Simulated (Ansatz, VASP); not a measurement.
## AgI in VASP and in Ansatz

```
Ag I
1.0
     0.00000    3.31483    3.31483
     3.31483    0.00000    3.31483
     3.31483    3.31483    0.00000
Ag I
1 1
Direct
  0.00000 0.00000 0.00000
  0.25000 0.25000 0.25000
```

Alike in both runs: functional PBE; k mesh 8 × 8 × 8; occupations gaussian, width 0.02 eV; no spin polarisation.

Ansatz relaxed the structure, and its values are those at the end. VASP's run is a single point on that final structure, the one shown.

|  | VASP | Ansatz |
| --- | --- | --- |
| version | VASP 6.6.1 | Ansatz 0.2.0 |
| potentials or method | VASP PAW PBE potentials, release 64 (Ag, I), cutoff 500 eV | scalar-relativistic, plane waves, PAW |
| valence electrons in the cell | 18 | 36 |

|  | VASP | Ansatz | Ansatz less VASP |
| --- | --- | --- | --- |
| gap on the k mesh at the Fermi level (eV) | 1.35 | 1.34 | -0.002 |
| least direct gap on the mesh (eV) | 1.35 | 1.34 | -0.002 |
| pressure (GPa) | -0.1 | 0.0 | +0.04 |

VASP's potentials hold 18 valence electrons a cell and Ansatz's 36, so a difference there can come from the potentials and not from the codes.

Neither program's run includes spin-orbit coupling.
